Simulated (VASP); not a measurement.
Wanted: the native input for a VASP 6.6.1 run.

| Quantity | Value |
| --- | --- |
| Task | single point |
| Functional | PBE |
| Potentials or basis | VASP PAW PBE potentials, release 64 (Ti_sv, O) |
| Cutoff | 520 eV |
| k mesh | 6 × 6 × 6 |
| Occupations | gaussian, width 0.05 eV |
| Spin | no spin polarisation |
| Hubbard terms | Ti d U = 4.0 eV |
| Dipole correction | no |
| Further INCAR settings | ALGO = Normal; EDIFF = 1e-06; NBANDS = 33 |

The structure of TiO2 lies in POSCAR:

```
TiO2
1.0
    2.7135409263     -2.7136163321     -0.0202485480
    2.7135409263      2.7136163321     -0.0202485480
   -2.6767287785      0.0000000000      4.9358366747
Ti O
2 4
Direct
    0.1250069486      0.8749930514      0.2500000000
    0.8749930514      0.1250069486      0.7500000000
    0.3179523568      0.0679756321      0.6359144355
    0.6820476432      0.9320243679      0.3640855645
    0.9320243679      0.6820476432      0.8640855645
    0.0679756321      0.3179523568      0.1359144355
```

This cell differs from its parent crystal: atoms shifted along a free coordinate.

One way to write it, as run:

INCAR

```
  ALGO = Normal
  EDIFF = 1E-6
  ENCUT = 520
  GGA = PE
  ISIF = 2
  ISMEAR = 0
  LASPH = True
  LCHARG = True
  LDAU = True
  LDAUJ = 0 0
  LDAUL = 2 -1
  LDAUPRINT = 1
  LDAUTYPE = 2
  LDAUU = 4 0
  LELF = True
  LMAXMIX = 4
  LREAL = False
  LVHAR = True
  LWAVE = False
  NBANDS = 33
  NELM = 150
  PREC = Accurate
  SIGMA = 0.05
```

KPOINTS

```
k-points
0
Gamma
  6 6 6
```

Potentials or basis: VASP PAW PBE potentials, release 64 (Ti_sv, O).

Command:

```console
$ cat potpaw_PBE.64/Ti_sv/POTCAR potpaw_PBE.64/O/POTCAR > POTCAR
$ mpirun -np 1 vasp_std > vasp.out
```

Results of the run:

```
Pressure               : 9.6 GPa
Largest force          : 2.456 eV/Å
Band gap on the k mesh : 2.76 eV (least direct gap 2.98 eV)
```

Caveat: the cell differs from its parent crystal (atoms shifted along a free coordinate); the stress differs along the axes, from 2 to 25 GPa; forces of over 1 eV/Å act on the atoms, so gaps and moduli don't describe the material at rest.

Run time: 5 min on 1 thread of Intel Xeon 8259CL, on a shared host, peak memory 0.26 GiB.
